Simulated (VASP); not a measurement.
Here is a VASP 6.6.1 calculation.

Contents of INCAR:

```
ALGO = Normal ; EDIFF = 1E-7
ENCUT = 520 ; GGA = PE
ISIF = 2 ; ISMEAR = 0
LASPH = T ; LCHARG = F
LREAL = F ; LWAVE = F
NBANDS = 46 ; NELM = 80
PREC = Accurate ; SIGMA = 0.1
```

Contents of KPOINTS:

```
k-points
0
Gamma
  12 12 8
```

Contents of POSCAR:

```
Ga5N2
1.0
    5.7298794269      0.0000000000      0.0000000000
   -2.8649397134      4.9622211443      0.0000000000
    0.0000000000      0.0000000000      4.7244596226
Ga N
5 2
Direct
    0.5000000000      0.0000000000      0.0000000000
    0.0000000000      0.5000000000      0.0000000000
    0.5000000000      0.5000000000      0.0000000000
    0.3333333333      0.6666666667      0.5000000000
    0.6666666667      0.3333333333      0.5000000000
    0.0000000000      0.0000000000      0.6181761929
    0.0000000000      0.0000000000      0.3818238071
```

Potentials or basis: VASP PAW PBE potentials, release 64 (Ga_d, N).

Launch:

```bash
$ cat potpaw_PBE.64/Ga_d/POTCAR potpaw_PBE.64/N/POTCAR > POTCAR
$ mpirun -np 1 vasp_std > vasp.out
```

Task: What does it give for the pressure?

Result: 0.7 GPa.

Task: Predict the largest force.

Result: 1.443 eV/Å.

Forces on the atoms (eV/Å):
```
Ga   0.000  0.000  0.000
Ga   0.000  0.000  0.000
Ga   0.000  0.000  0.000
Ga   0.000  0.000  0.000
Ga   0.000  0.000  0.000
N    0.000  0.000  1.443
N    0.000  0.000 -1.443
```

Caveat: the standard files for N, O and F lose accuracy on very short bonds; forces of over 1 eV/Å act on the atoms, so gaps and moduli don't describe the material at rest.
